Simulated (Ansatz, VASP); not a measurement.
**AlGa3N4 in VASP and in Ansatz**

Contents of INCAR:

```
SYSTEM = AlGa3N4
  PREC = Accurate
  ENCUT = 520
  EDIFF = 1E-6
  ISMEAR = 0
  SIGMA = 0.05
  LREAL = .False.
  LASPH = .True.
  NELM = 100
  ALGO = Normal
  ISIF = 2
  LWAVE = .False.
  LCHARG = .False.
  GGA = PS
  NBANDS = 41
```

KPOINTS

```
Automatic mesh
0
Gamma
  6 6 6
  0 0 0
```

The input POSCAR:

```
AlGa3N4
1.0
    4.4676279409      0.0000000000      0.0000000000
    0.0000000000      4.4676279409      0.0000000000
    0.0000000000      0.0000000000      4.4676279409
Al Ga N
1 3 4
Direct
    0.0000000000      0.0000000000      0.0000000000
    0.5000000000      0.5000000000      0.0000000000
    0.5000000000      0.0000000000      0.5000000000
    0.0000000000      0.5000000000      0.5000000000
    0.7356464633      0.7356464633      0.2643535367
    0.7356464633      0.2643535367      0.7356464633
    0.2643535367      0.7356464633      0.7356464633
    0.2643535367      0.2643535367      0.2643535367
```

Input for Ansatz:

```yaml
crystal:
  lattice:
    - [4.4676279409, 0.0, 0.0]
    - [0.0, 4.4676279409, 0.0]
    - [0.0, 0.0, 4.4676279409]
  atoms:
    - { symbol: Al, position: [0.0, 0.0, 0.0] }
    - { symbol: Ga, position: [0.5, 0.5, 0.0] }
    - { symbol: Ga, position: [0.5, 0.0, 0.5] }
    - { symbol: Ga, position: [0.0, 0.5, 0.5] }
    - { symbol: "N", position: [0.7356464633, 0.7356464633, 0.2643535367] }
    - { symbol: "N", position: [0.7356464633, 0.2643535367, 0.7356464633] }
    - { symbol: "N", position: [0.2643535367, 0.7356464633, 0.7356464633] }
    - { symbol: "N", position: [0.2643535367, 0.2643535367, 0.2643535367] }
basis:
  ecutwfc: 420
kpoints:
  mp_grid: { grid: [6, 6, 6] }
hamiltonian:
  xc: pbesol
scf:
  occupations: { method: gaussian, width: 0.05 }
output:
  forces: true
  stress: true
  eigenvalues: true
```

Change from the starting cell: mode 24 (691.5 1/cm) frozen in, largest displacement +0.150 Å.

Alike in both runs: task single point; functional PBEsol; k mesh 6 × 6 × 6; occupations gaussian, width 0.05 eV; no spin polarisation.

|  | VASP | Ansatz |
| --- | --- | --- |
| version | VASP 6.6.1 | Ansatz 0.2.0 |
| potentials or method | VASP PAW PBE potentials, release 64 (Al, Ga_d, N), cutoff 520 eV | scalar-relativistic, plane waves, PAW |
| valence electrons in the cell | 62 | 62 |

Ansatz gave:

- gap on the k mesh at the Fermi level (eV): 2.10
- least direct gap on the mesh (eV): 2.10
- pressure (GPa): 3.1
- rms of the force components (eV/Å): 1.237

Estimate VASP's values.

gap on the k mesh at the Fermi level (eV): 2.12; least direct gap on the mesh (eV): 2.12; pressure (GPa): 3.0; rms of the force components (eV/Å): 1.235.

VASP's potentials were made for PBE, not for PBEsol. Atom by atom the forces differ by 0.002 eV/Å (rms over components). The functional is the same, so the differences come from potentials, cutoffs and numerics.
